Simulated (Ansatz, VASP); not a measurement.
# SiC in VASP and in Ansatz

```xyz
8
Lattice="3.1162 0.0000 0.0000 -1.5581 2.6987 0.0000 0.0000 0.0000 10.2032" Properties=species:S:1:pos:R:3 pbc="T T T"
Si    0.0000    0.0000    1.9171
Si    0.0000    0.0000    7.0187
Si    0.0000    1.7991    4.4674
Si    1.5581    0.8996    9.5690
C     0.0000    0.0000    0.0047
C     0.0000    0.0000    5.1063
C     0.0000    1.7991    2.5488
C     1.5581    0.8996    7.6504
```

Alike in both runs: task single point; functional BLYP; dispersion D3(BJ); k mesh 10 × 10 × 3; occupations fermi-dirac, width 0.05 eV; no spin polarisation.

```csv
,VASP,Ansatz
version,VASP 6.6.1,Ansatz 0.2.0
potentials or method,"VASP PAW PBE potentials, release 64 (Si, C)",Ansatz PAW
plane-wave cutoff (eV),520,420
valence electrons in the cell,32,32
```

|  | VASP | Ansatz | Ansatz less VASP |
| --- | --- | --- | --- |
| gap on the k mesh at the Fermi level (eV) | 2.52 | 2.51 | -0.005 |
| least direct gap on the mesh (eV) | 3.62 | 3.61 | -0.012 |
| pressure (GPa) | -8.6 | -9.2 | -0.56 |
| traceless stress, the component that is largest in VASP (GPa) | 0.16 | 0.15 | -0.009 |
| rms of the force components (eV/Å) | 0.009 | 0.008 | -0.0006 |

VASP's potentials were made for PBE, not for BLYP. Atom by atom the forces differ by 0.001 eV/Å (rms over components).

Noted on Ansatz's run: odd divisions of the mesh miss points on the zone boundary, where band edges often lie, so the gap on the mesh can be too wide.
